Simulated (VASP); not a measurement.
Ti:

```
Ti
1.0
     5.20809    0.00000    0.00000
     0.00000    5.20809    0.00000
     0.00000    0.00000    5.20809
Ti
8
Direct
  0.00000 0.00000 0.00000
  0.50000 0.50000 0.50000
  0.25000 0.00000 0.50000
  0.75000 0.00000 0.50000
  0.50000 0.25000 0.00000
  0.50000 0.75000 0.00000
  0.00000 0.50000 0.25000
  0.00000 0.50000 0.75000
```

| Property | Result |
| --- | --- |
| Program | VASP 6.6.1 |
| Task | relaxation of cell and atoms |
| Functional | RPBE |
| Potentials or basis | VASP PAW PBE potentials, release 64 (Ti_sv) |
| Cutoff | 600 eV |
| k mesh | 5 × 5 × 5 |
| Occupations | fermi-dirac, width 0.1 eV |
| Spin | no spin polarisation |

At the start: pressure 2.1 GPa; volume 17.66 Å³/atom.

Question: Where does the relaxation end?

Answer: Over 3 steps the energy falls by 2.5 meV/atom and the volume is 18.05 Å³/atom (+2.2 %); space group Pm-3n (No. 223, to 0.1 Å) before and after.

The path:
```csv
step,energy change (eV),largest force (eV/Å),pressure (GPa),volume (Å³)
1,0.0000,0.0000,2.09,141.27
2,-0.0146,0.0000,-1.05,146.04
3,-0.0201,0.0000,0.00,144.38
```

Final structure:
```
CELL_PARAMETERS angstrom
5.24607 0.00000 0.00000
0.00000 5.24607 0.00000
0.00000 0.00000 5.24607
ATOMIC_POSITIONS crystal
Ti 0.00000 0.00000 0.00000
Ti 0.50000 0.50000 0.50000
Ti 0.25000 0.00000 0.50000
Ti 0.75000 0.00000 0.50000
Ti 0.50000 0.25000 0.00000
Ti 0.50000 0.75000 0.00000
Ti 0.00000 0.50000 0.25000
Ti 0.00000 0.50000 0.75000
```

Caveat: the PAW data sets were made with another functional, which shifts forces and pressure a little.
